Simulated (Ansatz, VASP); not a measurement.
SrTe in VASP and in Ansatz

Contents of INCAR:

```
  ALGO = Normal
  EDIFF = 1E-6
  ENCUT = 500
  GGA = PE
  GGA_COMPAT = F
  ISIF = 2
  ISMEAR = 0
  LASPH = T
  LCHARG = F
  LREAL = F
  LWAVE = F
  NBANDS = 15
  NELM = 120
  PREC = Accurate
  SIGMA = 0.01
```

KPOINTS

```
k-points
0
Gamma
  6 6 6
```

Contents of POSCAR:

```
SrTe
1.0
    0.0000000000      3.3527582064      3.3527582064
    3.3527582064      0.0000000000      3.3527582064
    3.3527582064      3.3527582064      0.0000000000
Sr Te
1 1
Direct
    0.0000000000      0.0000000000      0.0000000000
    0.5000000000      0.5000000000      0.5000000000
```

Input for Ansatz:

```yaml
crystal:
  lattice:
    - [0.0, 3.3527582064, 3.3527582064]
    - [3.3527582064, 0.0, 3.3527582064]
    - [3.3527582064, 3.3527582064, 0.0]
  atoms:
    - { symbol: Sr, position: [0.0, 0.0, 0.0] }
    - { symbol: Te, position: [0.5, 0.5, 0.5] }
kpoints:
  mp_grid: { grid: [6, 6, 6] }
  band_path:
    path:
      - [0.0, 0.0, 0.0]
      - [0.5, 0.0, 0.5]
      - [0.625, 0.25, 0.625]
      - [0.375, 0.375, 0.75]
      - [0.5, 0.5, 0.5]
      - [0.5, 0.25, 0.75]
      - [0.0, 0.5, 0.5]
    npoints: 1
hamiltonian:
  xc: pbe
scf:
  occupations: { method: fixed }
  n_extra_bands: 4
output:
  forces: true
  stress: true
  eigenvalues: true
```

Alike in both runs: task single point; functional PBE; k mesh 6 × 6 × 6; no spin polarisation.

|  | VASP | Ansatz |
| --- | --- | --- |
| version | VASP 6.6.1 | Ansatz 0.2.0 |
| potentials or method | VASP PAW PBE potentials, release 64 (Sr_sv, Te) | plane waves, PAW |
| plane-wave cutoff (eV) | 500 | 420 |
| occupations | gaussian, width 0.01 eV | fixed |
| valence electrons in the cell | 16 | 26 |

```tsv
	VASP	Ansatz	Ansatz less VASP
gap on the k mesh at the Fermi level (eV)	1.75	1.77	+0.024
pressure (GPa)	0.3	0.2	-0.09
```

VASP's potentials hold 16 valence electrons a cell and Ansatz's 26, so a difference there can come from the potentials and not from the codes.

Neither program's run includes spin-orbit coupling.
